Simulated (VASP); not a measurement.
Write the native input for VASP 6.6.1 that does the following.

- Task: single point
- Functional: RPBE
- Potentials or basis: VASP PAW PBE potentials, release 64 (W_sv)
- Cutoff: 520 eV
- k mesh: 7 × 7 × 7
- Occupations: fermi-dirac, width 0.05 eV
- Spin: no spin polarisation
- Dipole correction: no
- Further INCAR settings: ALGO = Normal; EDIFF = 1e-06; NBANDS = 13

The structure of W lies in POSCAR:

```
W
1.0
   -1.5823450000      1.5823450000      1.5823450000
    1.5823450000     -1.5823450000      1.5823450000
    1.5823450000      1.5823450000     -1.5823450000
W
1
Direct
    0.0000000000      0.0000000000      0.0000000000
```

One way to write it, as run:

INCAR

```
ALGO = Normal
EDIFF = 1E-6
ENCUT = 520
GGA = RP
ISIF = 2
ISMEAR = -1
LASPH = True
LCHARG = False
LREAL = False
LWAVE = False
NBANDS = 13
NELM = 60
PREC = Accurate
SIGMA = 0.05
```

KPOINTS

```
k-points
0
Gamma
  7 7 7
```

Potentials or basis: VASP PAW PBE potentials, release 64 (W_sv).

Command:

```sh
$ cat potpaw_PBE.64/W_sv/POTCAR > POTCAR
$ mpirun -np 1 vasp_std > vasp.out
```

Results of the run:

The pressure is 11.2 GPa. The band gap on the k mesh is zero (band 7 reaches 15.05 eV, above the bottom of band 8 at 10.31 eV).

Caveat: the k points lie up to 0.40 Å⁻¹ apart; the PAW data sets were made with another functional, which shifts forces and pressure a little; spin-orbit coupling is left out, which moves the levels of the heavy elements.

Wall time 2.5 s on 1 thread of Intel(R) Xeon(R) 6975P-C (Granite Rapids) (shared host), peak memory 0.12 GiB.
